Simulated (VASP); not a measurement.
Here is a VASP 6.6.1 calculation.

File INCAR:

```
SYSTEM = Cs
PREC     = Accurate       ! precision mode
ENCUT    = 520            ! plane-wave cutoff, eV
EDIFF    = 1E-6           ! SCF threshold, eV
ISMEAR   = 0              ! smearing method
SIGMA    = 0.1            ! smearing width, eV
LREAL    = .False.        ! projectors in reciprocal space
LASPH    = .True.         ! aspherical terms in the spheres
NELM     = 80             ! most SCF steps
ALGO     = Normal         ! electronic algorithm
ISIF     = 2              ! what is computed and relaxed
LWAVE    = .False.        ! write WAVECAR
LCHARG   = .False.        ! write CHGCAR
GGA      = PE             ! functional
NBANDS   = 10             ! bands
```

File KPOINTS:

```
regular mesh
0
Gamma
  10 10 10
  0 0 0
```

The input POSCAR:

```
Cs
1.0
   -3.1398285238      3.1398285238      3.1398285238
    3.1398285238     -3.1398285238      3.1398285238
    3.1398285238      3.1398285238     -3.1398285238
Cs
1
Direct
    0.0000000000      0.0000000000      0.0000000000
```

Potentials or basis: VASP PAW PBE potentials, release 64 (Cs_sv).

Command:

```console
$ cat potpaw_PBE.64/Cs_sv/POTCAR > POTCAR
$ mpirun -np 1 vasp_std > vasp.out
```

**Question.** Predict the pressure.

**Answer.** -0.1 GPa.
